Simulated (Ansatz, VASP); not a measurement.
**Ti in VASP and in Ansatz**

```
CELL_PARAMETERS angstrom
-1.59452 1.59452 1.59452
1.59452 -1.59452 1.59452
1.59452 1.59452 -1.59452
ATOMIC_POSITIONS crystal
Ti 0.00000 0.00000 0.00000
```

Alike in both runs: task single point; functional PBE; k mesh 18 × 18 × 18; occupations gaussian, width 0.1 eV; no spin polarisation.

|  | VASP | Ansatz |
| --- | --- | --- |
| version | VASP 6.6.1 | Ansatz 0.2.0 |
| potentials or method | VASP PAW PBE potentials, release 64 (Ti_sv), cutoff 520 eV | scalar-relativistic, plane waves, PAW |
| valence electrons in the cell | 12 | 12 |

|  | VASP | Ansatz | Ansatz less VASP |
| --- | --- | --- | --- |
| gap on the k mesh at the Fermi level (eV) | none | none | - |
| pressure (GPa) | 6.9 | 7.3 | +0.40 |

A gap of «none» marks a metal or a gap that the smearing closes.
